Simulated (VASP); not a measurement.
# NaCl (Fm-3m) in VASP: further runs

Runs on NaCl. Level: LDA. Tasks: single point.

All numbers are computed with VASP 6.6.1; they aren't measurements. Logs are shortened: lines on timing, memory, paths and dates and some standing lists are left out, and cuts for length are marked.

### 1 The cell of the first run

Symmetry: Fm-3m, No. 225, cubic system. The conventional cell has a = 5.365 Å, b = 5.365 Å, c = 5.365 Å, α = 90.00°, β = 90.00°, γ = 90.00°. Within 3.5 Å of Na (site symmetry m-3m) lie 6 Cl at 2.68 Å. Cl (site symmetry m-3m) has 6 Na at 2.68 Å within 3.5 Å.

### 2 Single point, LDA

Contents of INCAR:

```
ALGO     = Normal         # electronic algorithm
EDIFF    = 1E-7           # SCF threshold, eV
ENCUT    = 520            # plane-wave cutoff, eV
GGA      = CA             # functional
ISIF     = 2              # what is computed and relaxed
ISMEAR   = 0              # smearing method
LASPH    = T              # aspherical terms in the spheres
LCHARG   = T              # write CHGCAR
LELF     = T              # ELF
LREAL    = F              # projectors in reciprocal space
LVHAR    = T            
LWAVE    = F              # write WAVECAR
NBANDS   = 14             # bands
NELM     = 60             # most SCF steps
PREC     = Accurate       # precision mode
SIGMA    = 0.01           # smearing width, eV
```

Contents of KPOINTS:

```
k-points
0
Gamma
  8 8 8
```

Contents of POSCAR:

```
NaCl
1.0
    0.0000000000      2.6826304758      2.6826304758
    2.6826304758      0.0000000000      2.6826304758
    2.6826304758      2.6826304758      0.0000000000
Na Cl
1 1
Direct
    0.0000000000      0.0000000000      0.0000000000
    0.5000000000      0.5000000000      0.5000000000
```

Potentials or basis: VASP PAW LDA potentials, release 64 (Na_pv, Cl).

The run is started by

```bash
$ cat potpaw_LDA.64/Na_pv/POTCAR potpaw_LDA.64/Cl/POTCAR > POTCAR
$ mpirun -np 1 vasp_std > vasp.out
```

OUTCAR:

```text
EDIFF = 1E-7
   ENCUT = 520
   GGA = CA
   ISIF = 2
   ISMEAR = 0
   LASPH = T
   LREAL = F
   NELM = 60
   PREC = Accurate

 ion  position               nearest neighbor table
   1  0.000  0.000  0.000-   2 2.68   2 2.68   2 2.68   2 2.68   2 2.68   2 2.68
   2  0.500  0.500  0.500-   1 2.68   1 2.68   1 2.68   1 2.68   1 2.68   1 2.68

  LATTYP: Found a face centered cubic cell.
 ALAT       =     5.3652609516

  Lattice vectors:

 A1 = (   0.0000000000,   2.6826304758,   2.6826304758)
 A2 = (   2.6826304758,   0.0000000000,   2.6826304758)
 A3 = (   2.6826304758,   2.6826304758,   0.0000000000)

Analysis of symmetry for initial positions (statically):
=====================================================================
 Subroutine PRICEL returns:
 Original cell was already a primitive cell.

 Routine SETGRP: Setting up the symmetry group for a
 face centered cubic supercell.

 Subroutine GETGRP returns: Found 48 space group operations
 (whereof 48 operations were pure point group operations)
 out of a pool of 48 trial point group operations.

The static configuration has the point symmetry O_h .

Analysis of symmetry for dynamics (positions and initial velocities):
=====================================================================
 Subroutine PRICEL returns:
 Original cell was already a primitive cell.

 Routine SETGRP: Setting up the symmetry group for a
 face centered cubic supercell.

 Subroutine GETGRP returns: Found 48 space group operations
 (whereof 48 operations were pure point group operations)
 out of a pool of 48 trial point group operations.

The dynamic configuration has the point symmetry O_h .

 Subroutine INISYM returns: Found 48 space group operations
 (whereof 48 operations are pure point group operations),
 and found     1 'primitive' translations

----------------------------------------------------------------------------------------

                                     Primitive cell

  volume of cell :      38.6111

  direct lattice vectors                    reciprocal lattice vectors
     0.000000000  2.682630476  2.682630476    -0.186384224  0.186384224  0.186384224
     2.682630476  0.000000000  2.682630476     0.186384224 -0.186384224  0.186384224
     2.682630476  2.682630476  0.000000000     0.186384224  0.186384224 -0.186384224

  length of vectors
     3.793812402  3.793812402  3.793812402     0.322826946  0.322826946  0.322826946

  position of ions in fractional coordinates (direct lattice)
[... 8 lines left out ...]
----------------------------------------------------------------------------------------

 KPOINTS: k-points

Automatic generation of k-mesh.
 Grid dimensions read from file:
 generate k-points for:    8    8    8

 Generating k-lattice:

  Cartesian coordinates                     Fractional coordinates (reciprocal lattice)
    -0.023298028  0.023298028  0.023298028     0.125000000  0.000000000  0.000000000
     0.023298028 -0.023298028  0.023298028     0.000000000  0.125000000  0.000000000
     0.023298028  0.023298028 -0.023298028     0.000000000  0.000000000  0.125000000

  Length of vectors
     0.040353368  0.040353368  0.040353368

  Shift w.r.t. Gamma in fractional coordinates (k-lattice)
     0.000000000  0.000000000  0.000000000

 Subroutine IBZKPT returns following result:
 ===========================================

 Found     29 irreducible k-points:

 Following reciprocal coordinates:
            Coordinates               Weight
  0.000000  0.000000  0.000000      1.000000
  0.125000  0.000000  0.000000      8.000000
  0.250000  0.000000  0.000000      8.000000
  0.375000  0.000000  0.000000      8.000000
  0.500000  0.000000  0.000000      4.000000
  0.125000  0.125000  0.000000      6.000000
[... 16 lines left out ...]
  0.500000  0.250000  0.125000     48.000000
 -0.375000  0.250000  0.125000     24.000000
 [... further k-points ...]
   k-points           NKPTS =     29   k-points in BZ     NKDIM =     29   number of bands    NBANDS=     14
   number of dos      NEDOS =    301   number of ions     NIONS =      2
   total plane-waves  NPLWV =  21952
   dimension x,y,z NGX =    28 NGY =   28 NGZ =   28
   dimension x,y,z NGXF=    56 NGYF=   56 NGZF=   56
   ions per type =               1   1
   NGX,Y,Z   is equivalent  to a cutoff of  12.27, 12.27, 12.27 a.u.
   NGXF,Y,Z  is equivalent  to a cutoff of  24.54, 24.54, 24.54 a.u.
 SYSTEM =  unknown system
   PREC   = accura    normal or accurate (medium, high low for compatibility)
   ISTART =      0    job   : 0-new  1-cont  2-samecut
   ICHARG =      2    charge: 1-file 2-atom 10-const
   ISPIN  =      1    spin polarized calculation?
   LNONCOLLINEAR =      F non collinear calculations
   LSORBIT =      F    spin-orbit coupling
   LASPH  =      T    aspherical Exc in radial PAW
   ENCUT  =  520.0 eV  38.22 Ry    6.18 a.u.   7.05  7.05  7.05*2*pi/ulx,y,z
   NELM   =     60;   NELMIN=  2; NELMDL= -5     # of ELM steps
   EDIFF  = 0.1E-06   stopping-criterion for ELM
   LREAL  =      F    real-space projection
   EDIFFG = 0.1E-05   stopping-criterion for IOM
   NSW    =      0    number of steps for IOM
   IBRION =     -1    ionic relax: 0-MD 1-quasi-New 2-CG
   NFREE  =      0    steps in history (QN), initial steepest desc. (CG)
   ISIF   =      2    stress and relaxation
   ISYM   =      2    0-nonsym 1-usesym 2-fastsym
   POTIM  = 0.5000    time-step for ionic-motion
   TEBEG  =    0.0;   TEEND  =   0.0 temperature during run
   PSTRESS=    0.0 pullay stress
   NELECT =      14.0000    total number of electrons
   NUPDOWN=      -1.0000    fix difference up-down
   EMIN   =  10.00;   EMAX   =-10.00  energy-range for DOS
   EFERMI =   0.00;   METHOD = LEGACY
   ISMEAR =     0;   SIGMA  =   0.01  broadening in eV -4-tet -1-fermi 0-gaus
   EFERMI_NEDOS =   21; number of points for ismear=-14 and -15
   IALGO  =     38    algorithm
   IMIX   =      4    mixing-type and parameters
     AMIX     =   0.40;   BMIX     =  1.00
     AMIX_MAG =   1.60;   BMIX_MAG =  1.00
  volume/ion in A,a.u.               =      19.31       130.28
  Fermi-wavevector in a.u.,A,eV,Ry     =   1.167383  2.206034 18.541786  1.362783
  Thomas-Fermi vector in A             =   2.303884
   LORBIT       =      0    0 simple, 1 ext, 2 COOP (PROOUT), +10 PAW based schemes
   GGA     = CA    functional components
   LHFCALC =     F    Hartree Fock is set to
   AEXX    =    0.0000 exact exchange contribution
   IVDW    =     0    specifies the selected vdW correction
   LEPSILON=     F    determine dielectric tensor
   LRPA    =     F    only Hartree local field effects (RPA)
 non-spin polarized calculation
 Gauss-broadening in eV      SIGMA  =   0.01
  energy-cutoff  :      520.00
  volume of cell :       38.61
 maximum number of plane-waves:      1056
   NGX = 15   NGY = 15   NGZ = 15

 number of electron      13.9999993 magnetization

 Free energy of the ion-electron system (eV)
  ---------------------------------------------------
  ext. energy  EPLUGINS =         0.00000000
  ---------------------------------------------------
  free energy    TOTEN  =        -7.37554232 eV

  energy without entropy =       -7.37554232  energy(sigma->0) =       -7.37554232

 E-fermi :   0.0880     XC(G=0):  -9.3852

 val. band max:        0.0229700655   @ k =   0.0000   0.0000   0.0000
 cond. band min:       5.3524761931   @ k =   0.0000   0.0000   0.0000
 fundamental gap:      5.3295061276
 Fermi energy:         0.0880099509

 k-point     1 :       0.0000    0.0000    0.0000
  band No.  band energies     occupation
      1     -20.5387      2.00000
      2     -20.5387      2.00000
      3     -20.5387      2.00000
      4     -12.9610      2.00000
      5       0.0230      2.00000
      6       0.0230      2.00000
      7       0.0230      2.00000
      8       5.3525      0.00000
      9      10.9856      0.00000
     10      10.9856      0.00000
     11      10.9856      0.00000
     12      13.4224      0.00000
     13      13.4224      0.00000
     14      15.0428      0.00000

 k-point     2 :       0.1250    0.0000    0.0000
  band No.  band energies     occupation
      1     -20.5481      2.00000
      2     -20.5393      2.00000
      3     -20.5393      2.00000
      4     -12.8857      2.00000
      5      -0.4699      2.00000
      6      -0.0358      2.00000
      7      -0.0358      2.00000
      8       5.9274      0.00000
      9      10.4387      0.00000
     10      11.2213      0.00000
     11      11.2213      0.00000
     12      13.1902      0.00000
     13      13.1902      0.00000
     14      16.1513      0.00000

 k-point     3 :       0.2500    0.0000    0.0000
  band No.  band energies     occupation
      1     -20.5705      2.00000
      2     -20.5407      2.00000
      3     -20.5407      2.00000
      4     -12.6966      2.00000
      5      -1.4251      2.00000
      6      -0.1718      2.00000
      7      -0.1718      2.00000
      8       6.8845      0.00000
      9      10.0908      0.00000
     10      11.4163      0.00000
     11      11.4163      0.00000
     12      13.4511      0.00000
     13      13.4511      0.00000
     14      16.3673      0.00000
[... 324 lines left out ...]
 k-point    23 :       0.5000    0.2500    0.1250
  band No.  band energies     occupation
      1     -20.5839      2.00000
      2     -20.5541      2.00000
      3     -20.5456      2.00000
      4     -12.4287      2.00000
      5      -2.0047      2.00000
      6      -0.9081      2.00000
      7      -0.4744      2.00000
      8       8.3664      0.00000
      9       9.8067      0.00000
     10      10.0382      0.00000
     11      12.2012      0.00000
     12      14.1171      0.00000
     13      16.8312      0.00000
     14      17.2697      0.00000

 k-point    24 :      -0.3750    0.2500    0.1250
  band No.  band energies     occupation
      1     -20.5884      2.00000
      2     -20.5550      2.00000
      3     -20.5472      2.00000
      4     -12.3656      2.00000
      5      -2.1617      2.00000
      6      -1.0141      2.00000
      7      -0.5444      2.00000
      8       8.3696      0.00000
      9       9.7676      0.00000
     10      10.6645      0.00000
     11      11.9942      0.00000
     12      14.8434      0.00000
     13      16.3460      0.00000
     14      17.4429      0.00000

 [... further k-points ...]

------------------------ aborting loop because EDIFF is reached ----------------------------------------

  FORCE on cell =-STRESS in cart. coord.  units (eV):
  Direction    XX          YY          ZZ          XY          YZ          ZX
  --------------------------------------------------------------------------------------
  -------------------------------------------------------------------------------------
  Total        0.4860724      0.4860724      0.4860724     -0.0000000     -0.0000000      0.0000000
  in kB       20.1696792     20.1696792     20.1696792     -0.0000000     -0.0000000      0.0000000
  external PRESSURE =      20.1696792 kB  Pullay stress =       0.0000000 kB

 VOLUME and BASIS-vectors are now :
 -----------------------------------------------------------------------------
  energy-cutoff  :      520.00
  volume of cell :       38.61
      direct lattice vectors                 reciprocal lattice vectors
     0.000000000  2.682630476  2.682630476    -0.186384224  0.186384224  0.186384224
     2.682630476  0.000000000  2.682630476     0.186384224 -0.186384224  0.186384224
     2.682630476  2.682630476  0.000000000     0.186384224  0.186384224 -0.186384224

 POSITION                                       TOTAL-FORCE (eV/Angst)
 -----------------------------------------------------------------------------------
      0.00000      0.00000      0.00000        -0.000000     -0.000000      0.000000
      2.68263      2.68263      2.68263         0.000000      0.000000     -0.000000
 -----------------------------------------------------------------------------------
    total drift:                                0.000000      0.000000      0.000000

  FREE ENERGIE OF THE ION-ELECTRON SYSTEM (eV)
  ---------------------------------------------------
  free  energy   TOTEN  =        -7.3755423188 eV

  energy  without entropy=       -7.3755423188  energy(sigma->0) =       -7.37554232
```

Run time: 13 s. Hardware: 1 thread of Intel Xeon Platinum 8259CL at 2.50GHz (Skylake/Cascade Lake), shared host; peak memory 0.13 GiB.

What came out:

```
Free energy            : -7.3755 eV
Pressure               : 2.0 GPa
Band gap on the k mesh : 5.33 eV, direct
```

LDA gaps usually lie below the measured ones, often by a third to a half.

### 3 Single point, LDA

This run uses another cell than the first one, of 18.48 Å³/atom, 0.957 times its volume.

Contents of INCAR:

```
SYSTEM = NaCl
ALGO = Normal
EDIFF = 1E-7
ENCUT = 520
GGA = CA
ISIF = 2
ISMEAR = 0
LASPH = .TRUE.
LCHARG = .FALSE.
LREAL = .FALSE.
LWAVE = .FALSE.
NBANDS = 14
NELM = 100
PREC = Accurate
SIGMA = 0.01
```

Contents of KPOINTS:

```
k-points
0
G
  8 8 8
  0 0 0
```

Contents of POSCAR:

```
NaCl
1.0
    0.0000000000      2.6436730939      2.6436730939
    2.6436730939      0.0000000000      2.6436730939
    2.6436730939      2.6436730939      0.0000000000
Na Cl
1 1
Direct
    0.0000000000      0.0000000000      0.0000000000
    0.5000000000      0.5000000000      0.5000000000
```

Potentials or basis: VASP PAW LDA potentials, release 64 (Na_pv, Cl).

The run is started by

```bash
$ cat potpaw_LDA.64/Na_pv/POTCAR potpaw_LDA.64/Cl/POTCAR > POTCAR
$ mpirun -np 1 vasp_std > vasp.out
```

Wall time 13 s (1 thread of Intel Xeon Platinum 8259CL at 2.50GHz (Skylake/Cascade Lake), shared host); peak memory 0.13 GiB.

The run converged. Its results:

| Property | Result |
| --- | --- |
| Free energy | -7.3441 eV |
| Pressure | 4.0 GPa |
| Band gap on the k mesh | 5.54 eV, direct |

Levels at points of the mesh, in eV from the valence-band top:
| k point | band 4 | band 5 | band 6 | band 7 | band 8 | band 9 | band 10 | band 11 |
| --- | --- | --- | --- | --- | --- | --- | --- | --- |
| (0.00, 0.00, 0.00) | -13.12 | 0.00 | 0.00 | 0.00 | 5.54 | 10.98 | 10.98 | 10.98 |
| (0.50, 0.00, 0.00) | -12.50 | -2.70 | -0.41 | -0.41 | 7.21 | 11.12 | 11.12 | 11.92 |
| (0.50, 0.50, 0.00) | -12.45 | -2.33 | -0.84 | -0.84 | 7.48 | 7.71 | 12.40 | 15.82 |
